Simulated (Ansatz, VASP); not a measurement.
**Ir: VASP beside Ansatz**

File INCAR:

```
PREC = Accurate
ENCUT = 520
EDIFF = 1E-7
ISMEAR = 0
SIGMA = 0.15
LREAL = False
LASPH = True
NELM = 80
ALGO = Fast
ISIF = 2
LWAVE = False
LCHARG = True
GGA = PS
LELF = True
LVHAR = True
NBANDS = 10
```

The input KPOINTS:

```
regular mesh
0
Gamma
  22 22 22
```

The input POSCAR:

```
Ir
1.0
    0.0119981250      1.9197000000      1.9197000000
    1.9197000000      0.0119981250      1.9197000000
    1.9316981250      1.9316981250      0.0000000000
Ir
1
Direct
    0.0000000000      0.0000000000      0.0000000000
```

Input for Ansatz:

```yaml
crystal:
  lattice:
    - [0.011998125, 1.9197, 1.9197]
    - [1.9197, 0.011998125, 1.9197]
    - [1.931698125, 1.931698125, 0.0]
  atoms:
    - { symbol: Ir, position: [0.0, 0.0, 0.0] }
basis:
  ecutwfc: 420
kpoints:
  mp_grid: { grid: [22, 22, 22] }
hamiltonian:
  xc: pbesol
scf:
  occupations: { method: gaussian, width: 0.15 }
output:
  forces: true
  stress: true
  eigenvalues: true
```

Change from the starting cell: strain +0.0125 x Voigt [0, 0, 0, 0, 0, 1], atoms carried along.

Alike in both runs: task single point; functional PBEsol; k mesh 22 × 22 × 22; occupations gaussian, width 0.15 eV; no spin polarisation.

|  | VASP | Ansatz |
| --- | --- | --- |
| version | VASP 6.6.1 | Ansatz 0.2.0 |
| potentials or method | VASP PAW PBE potentials, release 64 (Ir), cutoff 520 eV | scalar-relativistic, plane waves, PAW |
| valence electrons in the cell | 9 | 17 |

|  | VASP | Ansatz | Ansatz less VASP |
| --- | --- | --- | --- |
| gap on the k mesh at the Fermi level (eV) | none | none | - |
| pressure (GPa) | -1.6 | -2.5 | -0.92 |
| traceless stress, the component that is largest in VASP (GPa) | -3.44 | -3.43 | +0.008 |

VASP's potentials were made for PBE, not for PBEsol. A gap of «none» marks a metal or a gap that the smearing closes. VASP's potentials hold 9 valence electrons a cell and Ansatz's 17, so a difference there can come from the potentials and not from the codes.

Spin-orbit coupling is off throughout.
